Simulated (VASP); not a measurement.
# Hf4C3 (I-43m) in VASP: a series of runs

Hf4C3 is run at these levels: PBE; tasks: single point.

Program: VASP 6.6.1. These are calculated values, not measurements. Logs are shortened: lines on timing, memory, paths and dates and some standing lists are left out, and cuts for length are marked.

**1. The cell of the first run**

It takes space group I-43m (No. 217, cubic). Conventional cell: a = 4.937 Å, b = 4.937 Å, c = 4.937 Å, α = 90.00°, β = 90.00°, γ = 90.00°. Hf (site symmetry 3m) has 3 Hf at 1.98 Å and 6 C at 2.03 to 2.60 Å within 2.6 Å. C (site symmetry -42m) has 8 Hf at 2.03 to 2.60 Å and 4 C at 2.47 Å within 2.7 Å.

**2. Single point, PBE**

INCAR

```
SYSTEM = Hf4C3
ALGO = Normal ; EDIFF = 1E-6
ENCUT = 520 ; GGA = PE
ISIF = 2 ; ISMEAR = 0
LASPH = .True. ; LCHARG = .False.
LREAL = .False. ; LWAVE = .False.
NBANDS = 35 ; NELM = 80
PREC = Accurate ; SIGMA = 0.1
```

KPOINTS

```
k-points
0
Gamma
  6 6 6
  0 0 0
```

POSCAR

```
Hf4C3
1.0
   -2.4682831900      2.4682831900      2.4682831900
    2.4682831900     -2.4682831900      2.4682831900
    2.4682831900      2.4682831900     -2.4682831900
Hf C
4 3
Direct
    0.2838667800      0.2838667800      0.2838667800
    0.0000000000      0.0000000000      0.7161332200
    0.0000000000      0.7161332200      0.0000000000
    0.7161332200      0.0000000000      0.0000000000
    0.0000000000      0.5000000000      0.5000000000
    0.5000000000      0.0000000000      0.5000000000
    0.5000000000      0.5000000000      0.0000000000
```

Potentials or basis: VASP PAW PBE potentials, release 64 (Hf_pv, C).

On the command line:

```console
cat potpaw_PBE.64/Hf_pv/POTCAR potpaw_PBE.64/C/POTCAR > POTCAR
mpirun -np 1 vasp_std > vasp.out
```

OUTCAR:

```text
SYSTEM = Hf4C3
   EDIFF = 1E-6
   ENCUT = 520
   GGA = PE
   ISIF = 2
   ISMEAR = 0
   LASPH = .True.
   LREAL = .False.
   NELM = 80
   PREC = Accurate

 ion  position               nearest neighbor table
   1  0.284  0.284  0.284-   3 1.98   4 1.98   2 1.98   5 2.03   6 2.03   7 2.03   5 2.60   6 2.60
                             7 2.60   4 2.89   3 2.89   2 2.89   2 2.89   3 2.89   4 2.89   3 3.80
   2  0.000  0.000  0.716-   1 1.98   3 1.98   4 1.98   7 2.03   5 2.03   6 2.03   6 2.60   5 2.60
                             7 2.60   3 2.89   4 2.89   1 2.89   3 2.89   1 2.89   4 2.89   1 3.80
   3  0.000  0.716  0.000-   1 1.98   2 1.98   4 1.98   6 2.03   5 2.03   7 2.03   5 2.60   7 2.60
                             6 2.60   1 2.89   2 2.89   4 2.89   4 2.89   1 2.89   2 2.89   2 3.80
   4  0.716  0.000  0.000-   1 1.98   2 1.98   3 1.98   5 2.03   6 2.03   7 2.03   6 2.60   7 2.60
                             5 2.60   1 2.89   3 2.89   1 2.89   2 2.89   3 2.89   2 2.89   2 3.80
   5  0.000  0.500  0.500-   1 2.03   2 2.03   3 2.03   4 2.03   3 2.60   2 2.60   4 2.60   1 2.60

   6  0.500  0.000  0.500-   1 2.03   2 2.03   4 2.03   3 2.03   4 2.60   2 2.60   3 2.60   1 2.60

   7  0.500  0.500  0.000-   1 2.03   3 2.03   4 2.03   2 2.03   4 2.60   3 2.60   2 2.60   1 2.60

  LATTYP: Found a body centered cubic cell.
 ALAT       =     4.9365663800

  Lattice vectors:

 A1 = (  -2.4682831900,   2.4682831900,   2.4682831900)
 A2 = (   2.4682831900,  -2.4682831900,   2.4682831900)
 A3 = (   2.4682831900,   2.4682831900,  -2.4682831900)

Analysis of symmetry for initial positions (statically):
=====================================================================
 Subroutine PRICEL returns:
 Original cell was already a primitive cell.

 Routine SETGRP: Setting up the symmetry group for a
 body centered cubic supercell.

 Subroutine GETGRP returns: Found 24 space group operations
 (whereof 24 operations were pure point group operations)
 out of a pool of 48 trial point group operations.

The static configuration has the point symmetry T_d .

Analysis of symmetry for dynamics (positions and initial velocities):
=====================================================================
 Subroutine PRICEL returns:
 Original cell was already a primitive cell.

 Routine SETGRP: Setting up the symmetry group for a
 body centered cubic supercell.

 Subroutine GETGRP returns: Found 24 space group operations
 (whereof 24 operations were pure point group operations)
 out of a pool of 48 trial point group operations.

The dynamic configuration has the point symmetry T_d .

 Subroutine INISYM returns: Found 24 space group operations
 (whereof 24 operations are pure point group operations),
 and found     1 'primitive' translations

----------------------------------------------------------------------------------------

                                     Primitive cell

  volume of cell :      60.1513

  direct lattice vectors                    reciprocal lattice vectors
    -2.468283190  2.468283190  2.468283190     0.000000000  0.202569949  0.202569949
     2.468283190 -2.468283190  2.468283190     0.202569949  0.000000000  0.202569949
     2.468283190  2.468283190 -2.468283190     0.202569949  0.202569949  0.000000000

  length of vectors
     4.275191893  4.275191893  4.275191893     0.286477169  0.286477169  0.286477169

  position of ions in fractional coordinates (direct lattice)
     0.283866780  0.283866780  0.283866780
     0.000000000  0.000000000  0.716133220
     0.000000000  0.716133220  0.000000000
     0.716133220  0.000000000  0.000000000
     0.000000000  0.500000000  0.500000000
     0.500000000  0.000000000  0.500000000
     0.500000000  0.500000000  0.000000000

  ion indices of the primitive-cell ions
   primitive index   ion index
                 1           1
                 2           2
                 3           3
                 4           4
                 5           5
                 6           6
                 7           7

----------------------------------------------------------------------------------------

 KPOINTS: k-points

Automatic generation of k-mesh.
 Grid dimensions read from file:
 generate k-points for:    6    6    6

 Generating k-lattice:

  Cartesian coordinates                     Fractional coordinates (reciprocal lattice)
     0.000000000  0.033761658  0.033761658     0.166666667  0.000000000  0.000000000
     0.033761658  0.000000000  0.033761658     0.000000000  0.166666667  0.000000000
     0.033761658  0.033761658  0.000000000     0.000000000  0.000000000  0.166666667

  Length of vectors
     0.047746195  0.047746195  0.047746195

  Shift w.r.t. Gamma in fractional coordinates (k-lattice)
     0.000000000  0.000000000  0.000000000

 Subroutine IBZKPT returns following result:
 ===========================================

 Found     16 irreducible k-points:

 Following reciprocal coordinates:
            Coordinates               Weight
  0.000000  0.000000  0.000000      1.000000
  0.166667  0.000000  0.000000     12.000000
  0.333333  0.000000  0.000000     12.000000
  0.500000  0.000000  0.000000      6.000000
  0.166667  0.166667  0.000000     24.000000
  0.333333  0.166667 -0.000000     48.000000
[... 8 lines left out ...]
  0.500000  0.500000  0.333333     12.000000
  0.500000  0.500000  0.500000      1.000000
   k-points           NKPTS =     16   k-points in BZ     NKDIM =     16   number of bands    NBANDS=     35
   number of dos      NEDOS =    301   number of ions     NIONS =      7
   total plane-waves  NPLWV =  32768
   dimension x,y,z NGX =    32 NGY =   32 NGZ =   32
   dimension x,y,z NGXF=    64 NGYF=   64 NGZF=   64
   ions per type =               4   3
   NGX,Y,Z   is equivalent  to a cutoff of  12.44, 12.44, 12.44 a.u.
   NGXF,Y,Z  is equivalent  to a cutoff of  24.89, 24.89, 24.89 a.u.
 SYSTEM =  Hf4C3
   PREC   = accura    normal or accurate (medium, high low for compatibility)
   ISTART =      0    job   : 0-new  1-cont  2-samecut
   ICHARG =      2    charge: 1-file 2-atom 10-const
   ISPIN  =      1    spin polarized calculation?
   LNONCOLLINEAR =      F non collinear calculations
   LSORBIT =      F    spin-orbit coupling
   LASPH  =      T    aspherical Exc in radial PAW
   ENCUT  =  520.0 eV  38.22 Ry    6.18 a.u.   7.95  7.95  7.95*2*pi/ulx,y,z
   NELM   =     80;   NELMIN=  2; NELMDL= -5     # of ELM steps
   EDIFF  = 0.1E-05   stopping-criterion for ELM
   LREAL  =      F    real-space projection
   EDIFFG = 0.1E-04   stopping-criterion for IOM
   NSW    =      0    number of steps for IOM
   IBRION =     -1    ionic relax: 0-MD 1-quasi-New 2-CG
   NFREE  =      0    steps in history (QN), initial steepest desc. (CG)
   ISIF   =      2    stress and relaxation
   ISYM   =      2    0-nonsym 1-usesym 2-fastsym
   POTIM  = 0.5000    time-step for ionic-motion
   TEBEG  =    0.0;   TEEND  =   0.0 temperature during run
   PSTRESS=    0.0 pullay stress
   NELECT =      52.0000    total number of electrons
   NUPDOWN=      -1.0000    fix difference up-down
   EMIN   =  10.00;   EMAX   =-10.00  energy-range for DOS
   EFERMI =   0.00;   METHOD = LEGACY
   ISMEAR =     0;   SIGMA  =   0.10  broadening in eV -4-tet -1-fermi 0-gaus
   EFERMI_NEDOS =   21; number of points for ismear=-14 and -15
   IALGO  =     38    algorithm
   IMIX   =      4    mixing-type and parameters
     AMIX     =   0.40;   BMIX     =  1.00
     AMIX_MAG =   1.60;   BMIX_MAG =  1.00
  volume/ion in A,a.u.               =       8.59        57.99
  Fermi-wavevector in a.u.,A,eV,Ry     =   1.559532  2.947088 33.091275  2.432140
  Thomas-Fermi vector in A             =   2.662877
   LORBIT       =      0    0 simple, 1 ext, 2 COOP (PROOUT), +10 PAW based schemes
   GGA     = PE    functional components
   LHFCALC =     F    Hartree Fock is set to
   AEXX    =    0.0000 exact exchange contribution
   IVDW    =     0    specifies the selected vdW correction
   LEPSILON=     F    determine dielectric tensor
   LRPA    =     F    only Hartree local field effects (RPA)
 non-spin polarized calculation
 Gauss-broadening in eV      SIGMA  =   0.10
  energy-cutoff  :      520.00
  volume of cell :       60.15
 maximum number of plane-waves:      1638
   NGX = 15   NGY = 15   NGZ = 15

 number of electron      52.0000002 magnetization

 Free energy of the ion-electron system (eV)
  ---------------------------------------------------
  ext. energy  EPLUGINS =         0.00000000
  ---------------------------------------------------
  free energy    TOTEN  =       -23.14090189 eV

  energy without entropy =      -23.12297185  energy(sigma->0) =      -23.13193687

 E-fermi :  10.8492     XC(G=0): -14.5330

 val. band max:       10.8454383921   @ k =   0.5000   0.0000   0.0000
 cond. band min:      10.9234425661   @ k =   0.5000   0.0000   0.0000
 fundamental gap:      0.0780041741
 Fermi energy:        10.8491909723

 k-point     1 :       0.0000    0.0000    0.0000
  band No.  band energies     occupation
      1     -28.0507      2.00000
      2     -23.9848      2.00000
      3     -23.9848      2.00000
      4     -23.9848      2.00000
      5     -21.6760      2.00000
      6     -21.6760      2.00000
[... 27 lines left out ...]
     34      15.8592      0.00000
     35      17.0032      0.00000

 k-point     2 :       0.1667    0.0000    0.0000
  band No.  band energies     occupation
      1     -28.0462      2.00000
      2     -24.0082      2.00000
      3     -23.9236      2.00000
      4     -23.8252      2.00000
      5     -21.7645      2.00000
      6     -21.7372      2.00000
[... 27 lines left out ...]
     34      16.9013      0.00000
     35      17.2209      0.00000

 k-point     3 :       0.3333    0.0000    0.0000
  band No.  band energies     occupation
      1     -28.0304      2.00000
      2     -24.0529      2.00000
      3     -23.7832      2.00000
      4     -23.5087      2.00000
      5     -21.9164      2.00000
      6     -21.8532      2.00000
[... 27 lines left out ...]
     34      16.7715      0.00000
     35      17.3393      0.00000

 k-point     4 :       0.5000    0.0000    0.0000
  band No.  band energies     occupation
      1     -28.0193      2.00000
      2     -24.0742      2.00000
      3     -23.7009      2.00000
      4     -23.3541      2.00000
      5     -21.9811      2.00000
      6     -21.9084      2.00000
[... 27 lines left out ...]
     34      16.6435      0.00000
     35      17.1415      0.00000

 k-point     5 :       0.1667    0.1667    0.0000
  band No.  band energies     occupation
      1     -28.0344      2.00000
      2     -23.9878      2.00000
      3     -23.8789      2.00000
      4     -23.5890      2.00000
      5     -21.8812      2.00000
      6     -21.8279      2.00000
[... 334 lines left out ...]
 k-point    14 :      -0.3333    0.3333    0.3333
  band No.  band energies     occupation
      1     -28.0100      2.00000
      2     -23.5479      2.00000
      3     -23.5479      2.00000
      4     -23.5277      2.00000
      5     -22.2449      2.00000
      6     -22.1609      2.00000
[... 27 lines left out ...]
     34      16.0881      0.00000
     35      17.5254      0.00000

 k-point    15 :       0.5000    0.5000    0.3333
  band No.  band energies     occupation
      1     -28.0000      2.00000
      2     -23.5431      2.00000
      3     -23.4544      2.00000
      4     -23.3611      2.00000
      5     -22.3113      2.00000
      6     -22.2850      2.00000
[... 27 lines left out ...]
     34      16.2850      0.00000
     35      16.6801      0.00000

 k-point    16 :       0.5000    0.5000    0.5000
  band No.  band energies     occupation
      1     -27.9908      2.00000
      2     -23.3554      2.00000
      3     -23.3554      2.00000
      4     -23.3554      2.00000
      5     -22.4077      2.00000
      6     -22.4077      2.00000
[... 27 lines left out ...]
     34      15.9440      0.00000
     35      15.9441      0.00000

------------------------ aborting loop because EDIFF is reached ----------------------------------------

  FORCE on cell =-STRESS in cart. coord.  units (eV):
  Direction    XX          YY          ZZ          XY          YZ          ZX
  --------------------------------------------------------------------------------------
  -------------------------------------------------------------------------------------
  Total      118.9355389    118.9355389    118.9355389      0.0000000      0.0000000     -0.0000000
  in kB     3167.9424196   3167.9424196   3167.9424196      0.0000000      0.0000000     -0.0000000
  external PRESSURE =    3167.9424196 kB  Pullay stress =       0.0000000 kB

 VOLUME and BASIS-vectors are now :
 -----------------------------------------------------------------------------
  energy-cutoff  :      520.00
  volume of cell :       60.15
      direct lattice vectors                 reciprocal lattice vectors
    -2.468283190  2.468283190  2.468283190     0.000000000  0.202569949  0.202569949
     2.468283190 -2.468283190  2.468283190     0.202569949  0.000000000  0.202569949
     2.468283190  2.468283190 -2.468283190     0.202569949  0.202569949  0.000000000

 POSITION                                       TOTAL-FORCE (eV/Angst)
 -----------------------------------------------------------------------------------
      0.70066      0.70066      0.70066        26.824965     26.824965     26.824965
      1.76762      1.76762     -1.76762       -26.824965    -26.824965     26.824965
      1.76762     -1.76762      1.76762       -26.824965     26.824965    -26.824965
     -1.76762      1.76762      1.76762        26.824965    -26.824965    -26.824965
      2.46828      0.00000      0.00000        -0.000000      0.000000      0.000000
      0.00000      2.46828      0.00000        -0.000000      0.000000      0.000000
      0.00000      0.00000      2.46828        -0.000000      0.000000      0.000000
 -----------------------------------------------------------------------------------
    total drift:                                0.000002      0.000002      0.000002

  FREE ENERGIE OF THE ION-ELECTRON SYSTEM (eV)
  ---------------------------------------------------
  free  energy   TOTEN  =       -23.1409018873 eV

  energy  without entropy=      -23.1229718470  energy(sigma->0) =      -23.13193687
```

Run time: 32 s. Hardware: 1 thread of Intel Xeon Platinum 8259CL at 2.50GHz (Skylake/Cascade Lake), shared host; peak memory 0.18 GiB.

What came out:

- Free energy: -23.1409 eV
- Pressure: 316.8 GPa
- Largest force: 46.462 eV/Å
- Band gap on the k mesh: zero (band 26 reaches 11.39 eV, above the bottom of band 27 at 9.66 eV)

Forces in eV/Å, atoms in the order of the input:
```
Hf   26.825  26.825  26.825
Hf  -26.825 -26.825  26.825
Hf  -26.825  26.825 -26.825
Hf   26.825 -26.825 -26.825
C     0.000   0.000   0.000
C     0.000   0.000   0.000
C     0.000   0.000   0.000
```

Caveat: spin-orbit coupling is left out, which moves the levels of the heavy elements; forces of over 1 eV/Å act on the atoms, so gaps and moduli don't describe the material at rest.

**3. Single point, PBE**

This run uses another cell than the first one, of 13.38 Å³/atom, 1.557 times its volume.

INCAR

```
SYSTEM = Hf4C3
ALGO = Normal
EDIFF = 1E-6
ENCUT = 520
GGA = PE
ISIF = 2
ISMEAR = 0
LASPH = .TRUE.
LCHARG = .FALSE.
LREAL = .FALSE.
LWAVE = .FALSE.
NBANDS = 35
NELM = 60
PREC = Accurate
SIGMA = 0.1
```

KPOINTS

```
k-points
0
G
  6 6 6
  0 0 0
```

POSCAR

```
Hf4C3
1.0
   -2.8605656190      2.8605656190      2.8605656190
    2.8605656190     -2.8605656190      2.8605656190
    2.8605656190      2.8605656190     -2.8605656190
Hf C
4 3
Direct
    0.3857174054      0.3857174054      0.3857174054
    0.0000000000      0.0000000000      0.6142825946
    0.0000000000      0.6142825946      0.0000000000
    0.6142825946      0.0000000000      0.0000000000
    0.0000000000      0.5000000000      0.5000000000
    0.5000000000      0.0000000000      0.5000000000
    0.5000000000      0.5000000000      0.0000000000
```

Potentials or basis: VASP PAW PBE potentials, release 64 (Hf_pv, C).

On the command line:

```console
cat potpaw_PBE.64/Hf_pv/POTCAR potpaw_PBE.64/C/POTCAR > POTCAR
mpirun -np 1 vasp_std > vasp.out
```

OUTCAR:

```text
SYSTEM = Hf4C3
   EDIFF = 1E-6
   ENCUT = 520
   GGA = PE
   ISIF = 2
   ISMEAR = 0
   LASPH = .TRUE.
   LREAL = .FALSE.
   NELM = 60
   PREC = Accurate

 ion  position               nearest neighbor table
   1  0.386  0.386  0.386-   5 2.35   6 2.35   7 2.35   7 2.72   5 2.72   6 2.72   2 3.01   2 3.01
                             4 3.01   4 3.01   3 3.01   3 3.01   2 3.12   3 3.12   4 3.12
   2  0.000  0.000  0.614-   7 2.35   5 2.35   6 2.35   6 2.72   5 2.72   7 2.72   1 3.01   1 3.01
                             4 3.01   3 3.01   3 3.01   4 3.01   1 3.12   3 3.12   4 3.12
   3  0.000  0.614  0.000-   6 2.35   5 2.35   7 2.35   5 2.72   7 2.72   6 2.72   4 3.01   4 3.01
                             2 3.01   1 3.01   1 3.01   2 3.01   1 3.12   2 3.12   4 3.12
[... 815 lines left out ...]
  in kB       -9.5302777     -9.5302777     -9.5302777      0.0000000      0.0000000     -0.0000000
  external PRESSURE =      -9.5302777 kB  Pullay stress =       0.0000000 kB

 VOLUME and BASIS-vectors are now :
 -----------------------------------------------------------------------------
  energy-cutoff  :      520.00
  volume of cell :       93.63
      direct lattice vectors                 reciprocal lattice vectors
    -2.860565619  2.860565619  2.860565619     0.000000000  0.174790607  0.174790607
     2.860565619 -2.860565619  2.860565619     0.174790607  0.000000000  0.174790607
     2.860565619  2.860565619 -2.860565619     0.174790607  0.174790607  0.000000000

 POSITION                                       TOTAL-FORCE (eV/Angst)
 -----------------------------------------------------------------------------------
      1.10337      1.10337      1.10337         0.007125      0.007125      0.007125
      1.75720      1.75720     -1.75720        -0.007125     -0.007125      0.007125
      1.75720     -1.75720      1.75720        -0.007125      0.007125     -0.007125
     -1.75720      1.75720      1.75720         0.007125     -0.007125     -0.007125
      2.86057      0.00000      0.00000         0.000000      0.000000     -0.000000
      0.00000      2.86057      0.00000         0.000000      0.000000     -0.000000
      0.00000      0.00000      2.86057        -0.000000     -0.000000     -0.000000
 -----------------------------------------------------------------------------------
    total drift:                                0.000000      0.000000      0.000000

  FREE ENERGIE OF THE ION-ELECTRON SYSTEM (eV)
  ---------------------------------------------------
  free  energy   TOTEN  =       -68.0394638388 eV

  energy  without entropy=      -68.0252643007  energy(sigma->0) =      -68.03236407
```

Run time: 69 s. Hardware: 1 thread of Intel Xeon Platinum 8259CL at 2.50GHz (Skylake/Cascade Lake), shared host; peak memory 0.25 GiB.

Results:

- Free energy: -68.0395 eV
- Pressure: -1.0 GPa
- Largest force: 0.012 eV/Å
- Band gap on the k mesh: zero (band 26 reaches 6.97 eV, above the bottom of band 27 at 6.02 eV)

Forces in eV/Å, atoms in the order of the input:
```
Hf   0.007  0.007  0.007
Hf  -0.007 -0.007  0.007
Hf  -0.007  0.007 -0.007
Hf   0.007 -0.007 -0.007
C    0.000  0.000  0.000
C    0.000  0.000  0.000
C    0.000  0.000  0.000
```

Levels at points of the mesh, in eV from the Fermi level:
| k point | band 22 | band 23 | band 24 | band 25 | band 26 | band 27 | band 28 | band 29 |
| --- | --- | --- | --- | --- | --- | --- | --- | --- |
| (0.00, 0.00, 0.00) | -2.64 | -1.78 | -1.78 | -1.78 | 0.02 | 0.02 | 1.83 | 1.83 |
| (0.50, 0.00, 0.00) | -2.36 | -1.95 | -1.85 | -1.48 | -0.21 | 0.38 | 1.22 | 1.83 |
| (0.50, 0.50, 0.50) | -0.50 | -0.37 | -0.37 | -0.37 | 0.44 | 0.44 | 0.44 | 1.22 |

Caveat: spin-orbit coupling is left out, which moves the levels of the heavy elements.
